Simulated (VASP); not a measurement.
# BN (P6_3mc) in VASP: notebook, part 2 of 2

VASP 6.6.1. Earlier steps stand in the parts before.

**4. Single point, PBE (strain +0.000 along x and y, -0.040 along z)**

INCAR

```
SYSTEM = BN
PREC = Accurate ; ENCUT = 520
EDIFF = 1E-6 ; ISMEAR = 0
SIGMA = 0.05 ; LREAL = .False.
LASPH = .True. ; NELM = 60
ALGO = Normal ; ISIF = 2
LWAVE = .False. ; LCHARG = .True.
GGA = PE ; LELF = .True.
LVHAR = .True. ; NBANDS = 16
```

KPOINTS

```
regular mesh
0
Gamma
  12 12 6
  0 0 0
```

POSCAR

```
BN
1.0
    2.5539396017      0.0000000000      0.0000000000
   -1.2769698009      2.2117765748      0.0000000000
    0.0000000000      0.0000000000      4.0577808000
B N
2 2
Direct
    0.6666666667      0.3333333333      0.9997240000
    0.3333333333      0.6666666667      0.4997240000
    0.6666666667      0.3333333333      0.6252760000
    0.3333333333      0.6666666667      0.1252760000
```

Potentials or basis: VASP PAW PBE potentials, release 64 (B, N).

Started as:

```console
cat potpaw_PBE.64/B/POTCAR potpaw_PBE.64/N/POTCAR > POTCAR
mpirun -np 1 vasp_std > vasp.out
```

OUTCAR:

```text
SYSTEM = BN
   PREC = Accurate
   ENCUT = 520
   EDIFF = 1E-6
   ISMEAR = 0
   LREAL = .False.
   LASPH = .True.
   NELM = 60
   ISIF = 2
   GGA = PE

 ion  position               nearest neighbor table
   1  0.667  0.333  1.000-   3 1.52   4 1.56   4 1.56   4 1.56
   2  0.333  0.667  0.500-   4 1.52   3 1.56   3 1.56   3 1.56
   3  0.667  0.333  0.625-   1 1.52   2 1.56   2 1.56   2 1.56
   4  0.333  0.667  0.125-   2 1.52   1 1.56   1 1.56   1 1.56

  LATTYP: Found a hexagonal cell.
 ALAT       =     2.5539396017
 C/A-ratio  =     1.5888319353

  Lattice vectors:

 A1 = (   2.5539396017,   0.0000000000,   0.0000000000)
 A2 = (  -1.2769698009,   2.2117765748,   0.0000000000)
 A3 = (   0.0000000000,   0.0000000000,   4.0577808000)

Analysis of symmetry for initial positions (statically):
=====================================================================
 Subroutine PRICEL returns:
 Original cell was already a primitive cell.

 Routine SETGRP: Setting up the symmetry group for a
 hexagonal supercell.

 Subroutine GETGRP returns: Found 12 space group operations
[... 167 lines left out ...]
  ---------------------------------------------------
  free energy    TOTEN  =       -34.69933179 eV

  energy without entropy =      -34.69933179  energy(sigma->0) =      -34.69933179

 E-fermi :   8.1396     XC(G=0): -12.9579

 val. band max:        7.9253794767   @ k =   0.0000   0.0000   0.0000
 cond. band min:      13.1991407661   @ k =   0.3333   0.3333   0.0000
 fundamental gap:      5.2737612893
 Fermi energy:         8.1396206243

 k-point     1 :       0.0000    0.0000    0.0000
  band No.  band energies     occupation
      1     -12.8236      2.00000
      2      -8.1616      2.00000
      3      -3.1635      2.00000
      4       5.4142      2.00000
      5       5.4142      2.00000
      6       7.7294      2.00000
[... 433 lines left out ...]
      3      -1.2097      2.00000
      4       0.4912      2.00000
      5       1.9592      2.00000
      6       3.2574      2.00000
[... 8 lines left out ...]
     15      24.2846      0.00000
     16      24.8500      0.00000

 [... further k-points ...]
[... 5 lines left out ...]
  --------------------------------------------------------------------------------------
  -------------------------------------------------------------------------------------
  Total        0.4570643      0.4570643      6.7019486     -0.0000000      0.0000000      0.0000000
  in kB       31.9482754     31.9482754    468.4586008     -0.0000000      0.0000000      0.0000000
  external PRESSURE =     177.4517172 kB  Pullay stress =       0.0000000 kB

 VOLUME and BASIS-vectors are now :
 -----------------------------------------------------------------------------
  energy-cutoff  :      520.00
  volume of cell :       22.92
      direct lattice vectors                 reciprocal lattice vectors
     2.553939602  0.000000000  0.000000000     0.391551938  0.226062617  0.000000000
    -1.276969801  2.211776575  0.000000000     0.000000000  0.452125233  0.000000000
     0.000000000  0.000000000  4.057780800     0.000000000  0.000000000  0.246440123

 POSITION                                       TOTAL-FORCE (eV/Angst)
 -----------------------------------------------------------------------------------
      1.27697      0.73726      4.05666        -0.000000      0.000000      0.189472
     -0.00000      1.47452      2.02777         0.000000      0.000000      0.189472
      1.27697      0.73726      2.53723        -0.000000      0.000000     -0.189472
     -0.00000      1.47452      0.50834         0.000000     -0.000000     -0.189472
 -----------------------------------------------------------------------------------
    total drift:                                0.000000      0.000000     -0.000441

  FREE ENERGIE OF THE ION-ELECTRON SYSTEM (eV)
  ---------------------------------------------------
  free  energy   TOTEN  =       -34.6993317915 eV

  energy  without entropy=      -34.6993317915  energy(sigma->0) =      -34.69933179
```

OSZICAR:

```text
N       E                     dE             d eps       ncg     rms          rms(c)
DAV:   1     0.414542874587E+02    0.41454E+02   -0.84247E+03  2432   0.981E+02
DAV:   2    -0.343345997852E+02   -0.75789E+02   -0.70141E+02  3496   0.232E+02
DAV:   3    -0.367598782051E+02   -0.24253E+01   -0.24186E+01  2832   0.383E+01
DAV:   4    -0.367657773339E+02   -0.58991E-02   -0.58988E-02  2912   0.214E+00
DAV:   5    -0.367657926507E+02   -0.15317E-04   -0.15317E-04  2744   0.101E-01    0.978E+00
DAV:   6    -0.348886602922E+02    0.18771E+01   -0.22912E+00  3136   0.138E+01    0.468E+00
DAV:   7    -0.347296128887E+02    0.15905E+00   -0.35551E-01  3152   0.480E+00    0.282E+00
DAV:   8    -0.347002240286E+02    0.29389E-01   -0.54877E-02  2784   0.194E+00    0.265E-01
DAV:   9    -0.346990420744E+02    0.11820E-02   -0.20502E-03  2848   0.534E-01    0.143E-01
DAV:  10    -0.346993232133E+02   -0.28114E-03   -0.45839E-04  2792   0.171E-01    0.258E-02
DAV:  11    -0.346993312613E+02   -0.80480E-05   -0.35519E-05  3144   0.571E-02    0.165E-02
DAV:  12    -0.346993317915E+02   -0.53024E-06   -0.61291E-06  2960   0.245E-02
   1 F= -.34699332E+02 E0= -.34699332E+02  d E =-.694022E-12
```

stdout:

```text
POSCAR found type information on POSCAR B N
 POSCAR found :  2 types and       4 ions
 scaLAPACK will be used
 LDA part: xc-table for (Slater+PW92), standard interpolation
 POSCAR, INCAR and KPOINTS ok, starting setup
 FFT: planning ... GRIDC
 FFT: planning ... GRID_SOFT
 FFT: planning ... GRID
 WAVECAR not read
 entering main loop
```

Run time: 16 s. Hardware: 1 thread of Intel Xeon 6975P-C, shared host; peak memory 0.15 GiB.

Results:

```
Free energy            : -34.6993 eV
Pressure               : 17.7 GPa
Largest force          : 0.189 eV/Å
Band gap on the k mesh : 5.27 eV, indirect (least direct gap 8.12 eV)
```

Forces on the atoms (eV/Å):
```
B    0.000  0.000  0.189
B    0.000  0.000  0.189
N    0.000  0.000 -0.189
N    0.000  0.000 -0.189
```

Caveat: the cell differs from its parent crystal (strain +0.000 along x and y, -0.040 along z).

**5. Single point, PBE (strain -0.040 along x and y, +0.040 along z)**

INCAR

```
  PREC = Accurate
  ENCUT = 520
  EDIFF = 1E-7
  ISMEAR = 0
  SIGMA = 0.05
  LREAL = False
  LASPH = True
  NELM = 60
  ALGO = Normal
  ISIF = 2
  LWAVE = False
  LCHARG = False
  GGA = PE
  NBANDS = 16
```

KPOINTS

```
regular mesh
0
Gamma
  12 12 6
```

POSCAR

```
BN
1.0
    2.4517820176      0.0000000000      0.0000000000
   -1.2258910088      2.1233055118      0.0000000000
    0.0000000000      0.0000000000      4.3959292000
B N
2 2
Direct
    0.6666666667      0.3333333333      0.9997240000
    0.3333333333      0.6666666667      0.4997240000
    0.6666666667      0.3333333333      0.6252760000
    0.3333333333      0.6666666667      0.1252760000
```

Started as:

```console
cat potpaw_PBE.64/B/POTCAR potpaw_PBE.64/N/POTCAR > POTCAR
mpirun -np 1 vasp_std > vasp.out
```

Run time: 17 s. Hardware: 1 thread of Intel Xeon 6975P-C, shared host; peak memory 0.14 GiB.

Results (log left out):

```
Free energy            : -34.4605 eV
Pressure               : 20.4 GPa
Largest force          : 0.038 eV/Å
Band gap on the k mesh : 4.80 eV, indirect (least direct gap 6.09 eV)
```

Forces on the atoms (eV/Å):
```
B    0.000  0.000  0.038
B    0.000  0.000  0.038
N    0.000  0.000 -0.038
N    0.000  0.000 -0.038
```

Stress tensor (GPa, compression positive):
```
 47.63   0.00   0.00
  0.00  47.63   0.00
  0.00   0.00 -33.95
```

Levels at points of the mesh, in eV from the valence-band top:
```csv
k point,band 5,band 6,band 7,band 8,band 9,band 10,band 11,band 12
"(0.00, 0.00, 0.00)",-1.64,-0.79,0.00,0.00,6.09,9.23,9.23,11.53
"(0.50, 0.00, 0.00)",-7.00,-4.77,-4.50,-2.51,7.35,7.52,11.08,11.27
"(0.00, 0.00, 0.50)",-0.89,-0.89,-0.89,-0.89,10.43,10.43,10.57,10.57
"(0.50, 0.00, 0.50)",-4.12,-4.12,-3.78,-3.78,6.15,6.15,10.05,10.05
```

Caveat: the cell differs from its parent crystal (strain -0.040 along x and y, +0.040 along z).

**6. Single point, PBE (strain -0.040 along x and y, +0.080 along z)**

INCAR

```
SYSTEM = BN
ALGO = Normal
EDIFF = 1E-7
ENCUT = 520
GGA = PE
ISIF = 2
ISMEAR = 0
LASPH = .TRUE.
LCHARG = .TRUE.
LELF = .TRUE.
LREAL = .FALSE.
LVHAR = .TRUE.
LWAVE = .FALSE.
NBANDS = 16
NELM = 60
PREC = Accurate
SIGMA = 0.05
```

KPOINTS

```
k-points
0
G
  12 12 6
  0 0 0
```

Changes to POSCAR since step 5:

```diff
@@ -4,3 +4,3 @@
    -1.2258910088      2.1233055118      0.0000000000
-    0.0000000000      0.0000000000      4.3959292000
+    0.0000000000      0.0000000000      4.5650034000
 B N
```

Potentials or basis: VASP PAW PBE potentials, release 64 (B, N).

Started as:

```console
cat potpaw_PBE.64/B/POTCAR potpaw_PBE.64/N/POTCAR > POTCAR
mpirun -np 1 vasp_std > vasp.out
```

OUTCAR:

```text
SYSTEM = BN
   EDIFF = 1E-7
   ENCUT = 520
   GGA = PE
   ISIF = 2
   ISMEAR = 0
   LASPH = .TRUE.
   LREAL = .FALSE.
   NELM = 60
   PREC = Accurate

 ion  position               nearest neighbor table
   1  0.667  0.333  1.000-   4 1.53   4 1.53   4 1.53   3 1.71
   2  0.333  0.667  0.500-   3 1.53   3 1.53   3 1.53   4 1.71
   3  0.667  0.333  0.625-   2 1.53   2 1.53   2 1.53   1 1.71
   4  0.333  0.667  0.125-   1 1.53   1 1.53   1 1.53   2 1.71

  LATTYP: Found a hexagonal cell.
 ALAT       =     2.4517820176
 C/A-ratio  =     1.8619124242

  Lattice vectors:

 A1 = (   2.4517820176,   0.0000000000,   0.0000000000)
 A2 = (  -1.2258910088,   2.1233055118,   0.0000000000)
 A3 = (   0.0000000000,   0.0000000000,   4.5650034000)

Analysis of symmetry for initial positions (statically):
=====================================================================
 Subroutine PRICEL returns:
 Original cell was already a primitive cell.

 Routine SETGRP: Setting up the symmetry group for a
 hexagonal supercell.

 Subroutine GETGRP returns: Found 12 space group operations
 (whereof  6 operations were pure point group operations)
 out of a pool of 24 trial point group operations.

The static configuration has the point symmetry C_3v.
 The point group associated with its full space group is C_6v.

Analysis of symmetry for dynamics (positions and initial velocities):
=====================================================================
 Subroutine PRICEL returns:
 Original cell was already a primitive cell.

 Routine SETGRP: Setting up the symmetry group for a
 hexagonal supercell.

 Subroutine GETGRP returns: Found 12 space group operations
 (whereof  6 operations were pure point group operations)
 out of a pool of 24 trial point group operations.
[... 117 lines left out ...]
   NELECT =      16.0000    total number of electrons
   NUPDOWN=      -1.0000    fix difference up-down
   EMIN   =  10.00;   EMAX   =-10.00  energy-range for DOS
   EFERMI =   0.00;   METHOD = LEGACY
   ISMEAR =     0;   SIGMA  =   0.05  broadening in eV -4-tet -1-fermi 0-gaus
   EFERMI_NEDOS =   21; number of points for ismear=-14 and -15
   IALGO  =     38    algorithm
   IMIX   =      4    mixing-type and parameters
     AMIX     =   0.40;   BMIX     =  1.00
     AMIX_MAG =   1.60;   BMIX_MAG =  1.00
  volume/ion in A,a.u.               =       5.94        40.09
  Fermi-wavevector in a.u.,A,eV,Ry     =   1.434838  2.711452 28.011149  2.058761
  Thomas-Fermi vector in A             =   2.554203
   LORBIT       =      0    0 simple, 1 ext, 2 COOP (PROOUT), +10 PAW based schemes
   GGA     = PE    functional components
   LHFCALC =     F    Hartree Fock is set to
   AEXX    =    0.0000 exact exchange contribution
   IVDW    =     0    specifies the selected vdW correction
   LEPSILON=     F    determine dielectric tensor
   LRPA    =     F    only Hartree local field effects (RPA)
 non-spin polarized calculation
 Gauss-broadening in eV      SIGMA  =   0.05
  energy-cutoff  :      520.00
  volume of cell :       23.76
 maximum number of plane-waves:       659
   NGX =  9   NGY =  9   NGZ = 17

 number of electron      16.0000003 magnetization

 Free energy of the ion-electron system (eV)
  ---------------------------------------------------
  ext. energy  EPLUGINS =         0.00000000
  ---------------------------------------------------
  free energy    TOTEN  =       -34.19203406 eV

  energy without entropy =      -34.19203406  energy(sigma->0) =      -34.19203406

 E-fermi :   7.9096     XC(G=0): -12.7871

 val. band max:        7.7035529245   @ k =   0.0000   0.0000   0.0000
 cond. band min:      12.4085267036   @ k =   0.3333   0.3333   0.0000
 fundamental gap:      4.7049737791
 Fermi energy:         7.9095865165

 k-point     1 :       0.0000    0.0000    0.0000
  band No.  band energies     occupation
      1     -12.9089      2.00000
      2      -9.7922      2.00000
      3      -3.5586      2.00000
      4       6.3488      2.00000
      5       6.3488      2.00000
      6       6.6214      2.00000
[... 433 lines left out ...]
      3      -0.9544      2.00000
      4       0.0218      2.00000
      5       1.2381      2.00000
      6       3.9470      2.00000
[... 8 lines left out ...]
     15      23.6073      0.00000
     16      23.6740      0.00000

 [... further k-points ...]
[... 5 lines left out ...]
  --------------------------------------------------------------------------------------
  -------------------------------------------------------------------------------------
  Total        6.5023219      6.5023219     -9.3305297      0.0000000      0.0000000      0.0000000
  in kB      438.3727989    438.3727989   -629.0445910      0.0000000      0.0000000      0.0000000
  external PRESSURE =      82.5670022 kB  Pullay stress =       0.0000000 kB

 VOLUME and BASIS-vectors are now :
 -----------------------------------------------------------------------------
  energy-cutoff  :      520.00
  volume of cell :       23.76
      direct lattice vectors                 reciprocal lattice vectors
     2.451782018  0.000000000  0.000000000     0.407866602  0.235481892  0.000000000
    -1.225891009  2.123305512  0.000000000     0.000000000  0.470963785  0.000000000
     0.000000000  0.000000000  4.565003400     0.000000000  0.000000000  0.219057887

 POSITION                                       TOTAL-FORCE (eV/Angst)
 -----------------------------------------------------------------------------------
      1.22589      0.70777      4.56374        -0.000000      0.000000      0.491939
     -0.00000      1.41554      2.28124         0.000000     -0.000000      0.491939
      1.22589      0.70777      2.85439         0.000000     -0.000000     -0.491939
     -0.00000      1.41554      0.57189        -0.000000      0.000000     -0.491939
 -----------------------------------------------------------------------------------
    total drift:                               -0.000000     -0.000000      0.000137

  FREE ENERGIE OF THE ION-ELECTRON SYSTEM (eV)
  ---------------------------------------------------
  free  energy   TOTEN  =       -34.1920340618 eV

  energy  without entropy=      -34.1920340618  energy(sigma->0) =      -34.19203406
```

OSZICAR:

```text
N       E                     dE             d eps       ncg     rms          rms(c)
DAV:   1     0.378910119929E+02    0.37891E+02   -0.84194E+03  2432   0.975E+02
DAV:   2    -0.340357366575E+02   -0.71927E+02   -0.66643E+02  3528   0.228E+02
DAV:   3    -0.362879654475E+02   -0.22522E+01   -0.22467E+01  2728   0.374E+01
DAV:   4    -0.362930524077E+02   -0.50870E-02   -0.50866E-02  3008   0.205E+00
DAV:   5    -0.362930662839E+02   -0.13876E-04   -0.13876E-04  2664   0.989E-02    0.971E+00
DAV:   6    -0.343781602187E+02    0.19149E+01   -0.23478E+00  2952   0.141E+01    0.458E+00
DAV:   7    -0.342253422583E+02    0.15282E+00   -0.34048E-01  3128   0.477E+00    0.279E+00
DAV:   8    -0.341932282177E+02    0.32114E-01   -0.70793E-02  3088   0.218E+00    0.284E-01
DAV:   9    -0.341917840983E+02    0.14441E-02   -0.39032E-03  2816   0.667E-01    0.169E-01
DAV:  10    -0.341920157080E+02   -0.23161E-03   -0.58973E-04  3104   0.206E-01    0.325E-02
DAV:  11    -0.341920308853E+02   -0.15177E-04   -0.57031E-05  2856   0.681E-02    0.188E-02
DAV:  12    -0.341920338835E+02   -0.29982E-05   -0.74557E-06  3072   0.273E-02    0.326E-03
DAV:  13    -0.341920339881E+02   -0.10456E-06   -0.39896E-07  2696   0.699E-03    0.120E-03
DAV:  14    -0.341920340618E+02   -0.73704E-07   -0.54705E-08  1680   0.208E-03
   1 F= -.34192034E+02 E0= -.34192034E+02  d E =-.275807E-11
```

stdout:

```text
POSCAR found type information on POSCAR B N
 POSCAR found :  2 types and       4 ions
 scaLAPACK will be used
 LDA part: xc-table for (Slater+PW92), standard interpolation
 POSCAR, INCAR and KPOINTS ok, starting setup
 FFT: planning ... GRIDC
 FFT: planning ... GRID_SOFT
 FFT: planning ... GRID
 WAVECAR not read
 entering main loop
```

Run time: 19 s. Hardware: 1 thread of Intel Xeon 6975P-C, shared host; peak memory 0.14 GiB.

Results:

- Free energy: -34.1920 eV
- Pressure: 8.3 GPa
- Largest force: 0.492 eV/Å
- Band gap on the k mesh: 4.70 eV, indirect (the least direct gap lies 4.4 meV higher)

Forces in eV/Å, atoms in the order of the input:
```
B    0.000  0.000  0.492
B    0.000  0.000  0.492
N    0.000  0.000 -0.492
N    0.000  0.000 -0.492
```

Levels at points of the mesh, in eV from the valence-band top:
| k point | band 6 | band 7 | band 8 | band 9 | band 10 | band 11 |
| --- | --- | --- | --- | --- | --- | --- |
| (0.00, 0.00, 0.00) | -1.08 | 0.00 | 0.00 | 4.71 | 9.35 | 9.35 |
| (0.50, 0.00, 0.00) | -4.45 | -4.30 | -2.56 | 6.86 | 7.56 | 9.77 |
| (0.00, 0.00, 0.50) | -0.73 | -0.73 | -0.73 | 9.92 | 9.92 | 10.54 |
| (0.50, 0.00, 0.50) | -4.15 | -3.61 | -3.61 | 5.63 | 5.63 | 9.82 |

Caveat: the cell differs from its parent crystal (strain -0.040 along x and y, +0.080 along z). A k mesh can miss the band edges.

**7. The runs side by side**

```csv
cell,gap on the mesh (eV),pressure (GPa),largest force (eV/Å)
"a = 2.554, b = 2.554, c = 3.889 Å, angles 90.0, 90.0, 120.0°, 4 atoms",5.35,41.2,0.81
"a = 2.452, b = 2.452, c = 4.227 Å, angles 90.0, 90.0, 120.0°, 4 atoms",4.89,36.5,0.19
"a = 2.554, b = 2.554, c = 4.058 Å, angles 90.0, 90.0, 120.0°, 4 atoms",5.27,17.7,0.19
"a = 2.452, b = 2.452, c = 4.396 Å, angles 90.0, 90.0, 120.0°, 4 atoms",4.80,20.4,0.04
"a = 2.452, b = 2.452, c = 4.565 Å, angles 90.0, 90.0, 120.0°, 4 atoms",4.70,8.3,0.49
```

Alike in all rows: task single point; level PBE; potentials or basis VASP PAW PBE potentials, release 64 (B, N); no spin polarisation; k mesh 12 × 12 × 6; cutoff (eV) 520; smearing gaussian 0.05 eV.

Total energies depend on the potentials used, so only differences within one code and one set of settings carry meaning.
